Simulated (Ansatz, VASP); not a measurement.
**MgO: VASP beside Ansatz**

```
Mg O
1.0
    -3.52132    0.00000    0.00000
    -1.76066   -3.04955    0.00000
    -2.49427   -2.28716   12.71815
Mg O
6 6
Direct
  0.63888 0.60415 0.08335
  0.52777 0.35415 0.41668
  0.41666 0.10415 0.75002
  0.02777 0.64582 0.91668
  0.24999 0.14582 0.25002
  0.13888 0.89582 0.58335
  0.36111 0.97915 0.91668
  0.58333 0.47915 0.25002
  0.47222 0.22915 0.58335
  0.30555 0.27082 0.08335
  0.19444 0.02082 0.41668
  0.08333 0.77082 0.75002
```

Alike in both runs: task single point; functional PBE; k mesh 7 × 7 × 2; occupations gaussian, width 0.05 eV; no spin polarisation.

|  | VASP | Ansatz |
| --- | --- | --- |
| version | VASP 6.6.1 | Ansatz 0.2.0 |
| potentials or method | VASP PAW PBE potentials, release 64 (Mg, O), cutoff 520 eV | scalar-relativistic, plane waves, PAW |
| valence electrons in the cell | 48 | 96 |

```csv
,VASP,Ansatz,Ansatz less VASP
gap on the k mesh at the Fermi level (eV),2.77,2.79,+0.026
least direct gap on the mesh (eV),2.77,2.79,+0.026
pressure (GPa),-0.2,0.3,+0.53
"traceless stress, the component that is largest in VASP (GPa)",5.08,5.08,+0.002
rms of the force components (eV/Å),0.638,0.626,-0.0123
```

Atom by atom the forces differ by 0.014 eV/Å (rms over components). With one functional, cell and mesh, what is left measures potentials, basis and numerics. VASP's potentials hold 48 valence electrons a cell and Ansatz's 96, so a difference there can come from the potentials and not from the codes.
